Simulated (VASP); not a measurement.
Input of a VASP 6.6.1 run:

INCAR

```
SYSTEM = TeAs2
  PREC = Accurate
  ENCUT = 520
  EDIFF = 1E-6
  ISMEAR = 0
  SIGMA = 0.1
  LREAL = .False.
  LASPH = .True.
  NELM = 60
  ALGO = Normal
  ISIF = 2
  LWAVE = .False.
  LCHARG = .False.
  GGA = PS
  NBANDS = 25
```

The input KPOINTS:

```
regular mesh
0
Gamma
  8 8 8
  0 0 0
```

POSCAR

```
TeAs2
1.0
   -3.4703088499      3.4703088499      2.8990600126
    3.4703088499     -3.4703088499      2.8990600126
    3.4703088499      3.4703088499     -2.8990600126
Te As
2 4
Direct
    0.7500000000      0.2500000000      0.5000000000
    0.0000000000      0.0000000000      0.0000000000
    0.3750000000      0.6250000000      0.2500000000
    0.3750000000      0.1250000000      0.7500000000
    0.3750000000      0.6250000000      0.7500000000
    0.8750000000      0.6250000000      0.2500000000
```

Potentials or basis: VASP PAW PBE potentials, release 64 (Te, As).

Run with:

```console
$ cat potpaw_PBE.64/Te/POTCAR potpaw_PBE.64/As/POTCAR > POTCAR
$ mpirun -np 1 vasp_std > vasp.out
```

Problem. What does it give for the band gap on the k mesh?

Solution. Zero (band 16 reaches 6.79 eV, above the bottom of band 17 at 6.02 eV).

Problem. Estimate the pressure.

Solution. 0.2 GPa.

Stress tensor (GPa, compression positive):
```
0.12 0.00 0.00
0.00 0.12 0.00
0.00 0.00 0.23
```

Caveat: the PAW data sets were made with another functional, which shifts forces and pressure a little; spin-orbit coupling is left out, which moves the levels of the heavy elements.
